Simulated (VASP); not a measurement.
Write the native input for VASP 6.6.1 that does the following.

| Quantity | Value |
| --- | --- |
| Task | single point |
| Functional | LDA |
| Potentials or basis | VASP PAW LDA potentials, release 64 (Te, Mo_sv) |
| Cutoff | 520 eV |
| k mesh | 12 × 12 × 2 |
| Occupations | gaussian, width 0.05 eV |
| Spin | no spin polarisation |
| Dipole correction | no |
| Further INCAR settings | ALGO = Normal; EDIFF = 1e-06; NBANDS = 20 |

The structure of Te2Mo lies in POSCAR:

```
Te2Mo
1.0
    3.5602328140      0.0000000000      0.0000000000
   -1.7801164070      3.0832520603      0.0000000000
    0.0000000000      0.0000000000     17.5240578200
Te Mo
2 1
Direct
    0.3226325013      0.6452650027      0.9011345450
    0.3226325013      0.6452650027      0.1054236450
    0.0000000000      0.0000000000      0.0000000000
```

This cell differs from its parent crystal: all Te atoms moved +0.087 Å, as atom 1 towards its neighbour atom 3 (Mo) at 2.726 Å.

These files were run (other wordings do the same):

INCAR

```
PREC = Accurate
ENCUT = 520
EDIFF = 1E-6
ISMEAR = 0
SIGMA = 0.05
LREAL = False
LASPH = True
NELM = 80
ALGO = Normal
ISIF = 2
LWAVE = False
LCHARG = False
NBANDS = 20
```

KPOINTS

```
Automatic mesh
0
Gamma
  12 12 2
```

Potentials or basis: VASP PAW LDA potentials, release 64 (Te, Mo_sv).

The run is started by

```console
$ cat potpaw_LDA.64/Te/POTCAR potpaw_LDA.64/Mo_sv/POTCAR > POTCAR
$ mpirun -np 1 vasp_std > vasp.out
```

It gave:

The largest force is 1.513 eV/Å. The band gap on the k mesh is 1.05 eV, direct.

Caveat: the cell differs from its parent crystal (all Te atoms moved +0.087 Å, as atom 1 towards its neighbour atom 3 (Mo) at 2.726 Å); spin-orbit coupling is left out, which moves the levels of the heavy elements.

Run time: 11 min on 1 thread of AMD EPYC 7R13, with other jobs on the host, peak memory 0.46 GiB.
